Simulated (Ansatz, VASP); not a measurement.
# Two plane-wave programs on CoO

```xyz
2
Lattice="2.5024 0.0000 0.0000 0.0000 2.5024 0.0000 0.0000 0.0000 2.5024" Properties=species:S:1:pos:R:3 pbc="T T T"
Co    0.0000    0.0000    0.0000
O     1.2512    1.2512    1.2512
```

Alike in both runs: task single point; functional r2SCAN; k mesh 10 × 10 × 10; occupations gaussian, width 0.02 eV; no spin polarisation; Hubbard terms Co d U = 3.32 eV.

|  | VASP | Ansatz |
| --- | --- | --- |
| version | VASP 6.6.1 | Ansatz 0.2.0 |
| potentials or method | VASP PAW PBE potentials, release 64 (Co_sv, O), cutoff 660 eV | scalar-relativistic, plane waves, PAW |
| valence electrons in the cell | 23 | 23 |

```tsv
	VASP	Ansatz	Ansatz less VASP
gap on the k mesh at the Fermi level (eV)	none	none	-
pressure (GPa)	6.9	10.7	+3.80
```

VASP's potentials were made for PBE, not for r2SCAN. The programs project onto different local orbitals, so the same U acts differently, and such runs can settle in different states. A gap of «none» marks a metal or a gap that the smearing closes. Ansatz's warnings: filled band counts differ across k points.
